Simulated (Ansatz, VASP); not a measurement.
**One calculation of Mg2NCl, two programs**

Contents of INCAR:

```
ALGO = Normal
EDIFF = 1E-6
ENCUT = 520
GGA = PS
ISIF = 2
ISMEAR = 0
LASPH = True
LCHARG = False
LREAL = False
LWAVE = False
NBANDS = 16
NELM = 80
PREC = Accurate
SIGMA = 0.01
```

The input KPOINTS:

```
k-points
0
Gamma
  6 6 6
```

POSCAR

```
Mg2NCl
1.0
    1.6466125277      0.9506721861      5.9379615109
   -1.6466125277      0.9506721861      5.9379615109
    0.0000000000     -1.9013443722      5.9379615109
Mg N Cl
2 1 1
Direct
    0.2229104120      0.2229104120      0.2229104120
    0.7770895880      0.7770895880      0.7770895880
    0.5000000000      0.5000000000      0.5000000000
    0.0000000000      0.0000000000      0.0000000000
```

Input for Ansatz:

```yaml
crystal:
  lattice:
    - [1.6466125277, 0.9506721861, 5.9379615109]
    - [-1.6466125277, 0.9506721861, 5.9379615109]
    - [0.0, -1.9013443722, 5.9379615109]
  atoms:
    - { symbol: Mg, position: [0.222910412, 0.222910412, 0.222910412] }
    - { symbol: Mg, position: [0.777089588, 0.777089588, 0.777089588] }
    - { symbol: "N", position: [0.5, 0.5, 0.5] }
    - { symbol: Cl, position: [0.0, 0.0, 0.0] }
kpoints:
  mp_grid: { grid: [6, 6, 6] }
hamiltonian:
  xc: pbesol
scf:
  occupations: { method: fixed }
  n_extra_bands: 5
output:
  forces: true
  stress: true
  eigenvalues: true
basis:
  ecutwfc: 600
```

Alike in both runs: task single point; functional PBEsol; k mesh 6 × 6 × 6; no spin polarisation.

|  | VASP | Ansatz |
| --- | --- | --- |
| version | VASP 6.6.1 | Ansatz 0.2.0 |
| potentials or method | VASP PAW PBE potentials, release 64 (Mg, N, Cl), cutoff 520 eV | plane waves |
| occupations | gaussian, width 0.01 eV | fixed |
| valence electrons in the cell | 16 | 32 |

|  | VASP | Ansatz | Ansatz less VASP |
| --- | --- | --- | --- |
| gap on the k mesh at the Fermi level (eV) | 2.34 | 2.36 | +0.027 |
| pressure (GPa) | -0.5 | -0.3 | +0.22 |
| traceless stress, the component that is largest in VASP (GPa) | 0.15 | 0.23 | +0.076 |
| rms of the force components (eV/Å) | 0.011 | 0.030 | +0.0188 |

VASP's potentials were made for PBE, not for PBEsol. Atom by atom the forces differ by 0.019 eV/Å (rms over components). VASP's potentials hold 16 valence electrons a cell and Ansatz's 32, so a difference there can come from the potentials and not from the codes.
